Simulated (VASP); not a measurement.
The system is Hf2Si3.

```
Hf Si
1.0
     4.17883    0.00000    0.00000
    -2.08941    3.61897    0.00000
     0.00000    0.00000    6.62099
Hf Si
2 3
Direct
  0.33333 0.66667 0.77187
  0.66667 0.33333 0.22813
  0.00000 0.00000 0.00000
  0.33333 0.66667 0.36662
  0.66667 0.33333 0.63338
```

The cell was built from a structure type or drawn by symmetry, and may not be a known phase.

```yaml
Program: VASP 6.6.1
Task: relaxation of cell and atoms
Functional: PBE
Potentials_or_basis: VASP PAW PBE potentials, release 64 (Hf_pv, Si)
Cutoff: 600 eV
k_mesh: 6 × 6 × 4
Occupations: gaussian, width 0.1 eV
Spin: no spin polarisation
```

At the start: pressure 1.4 GPa; volume 20.03 Å³/atom.

Question: How do energy, volume and symmetry change on relaxing?

Answer: Over 20 steps the energy falls by 643.5 meV/atom and the volume is 18.34 Å³/atom (-8.4 %); space group P-3m1 (No. 164, to 0.1 Å) before and after.

The path:
| step | energy change (eV) | largest force (eV/Å) | pressure (GPa) | volume (Å³) |
| --- | --- | --- | --- | --- |
| 1 | 0.0000 | 2.6391 | 1.38 | 100.13 |
| 2 | -0.7833 | 1.8089 | -3.90 | 102.63 |
| 3 | -0.9512 | 2.1463 | -10.09 | 110.09 |
| 4 | -1.3673 | 1.7535 | -9.72 | 106.67 |
| 5 | -1.6504 | 1.7692 | -7.59 | 103.54 |
| 6 | -1.7651 | 2.1612 | -4.75 | 100.71 |
| 7 | -2.0162 | 2.0479 | -3.33 | 98.49 |
| 8 | -2.5785 | 1.5741 | 2.53 | 92.02 |
| 9 | -2.0323 | 1.8731 | 25.52 | 79.90 |
| 10 | -2.6956 | 1.3205 | 6.78 | 88.78 |
| 11 | -2.9505 | 0.8370 | 3.89 | 90.13 |
| 12 | -3.1253 | 0.8384 | -1.27 | 93.30 |
| 13 | -3.1360 | 0.6992 | -0.56 | 92.76 |
| 14 | -3.1912 | 0.3630 | -0.83 | 92.64 |
| 15 | -3.2115 | 0.2127 | -0.94 | 92.49 |
| 16 | -3.2115 | 0.2142 | -0.94 | 92.48 |
| 17 | -3.2157 | 0.1538 | 0.08 | 91.70 |
| 18 | -3.2159 | 0.1393 | 0.32 | 91.53 |
| 19 | -3.2171 | 0.0624 | 0.14 | 91.62 |
| 20 | -3.2173 | 0.0047 | -0.02 | 91.71 |

Final structure:
```yaml
crystal:
  lattice:
    - [3.72751, 0.00000, 0.00000]
    - [-1.86376, 3.22812, 0.00000]
    - [0.00000, 0.00000, 7.62170]
  atoms:
    - { symbol: Hf, position: [0.33333, 0.66667, 0.80391] }
    - { symbol: Hf, position: [0.66667, 0.33333, 0.19609] }
    - { symbol: Si, position: [0.00000, 0.00000, 0.00000] }
    - { symbol: Si, position: [0.33333, 0.66667, 0.42798] }
    - { symbol: Si, position: [0.66667, 0.33333, 0.57202] }
```

Caveat: a cell axis changed by over 15 % at a fixed basis, so the end point is rough.
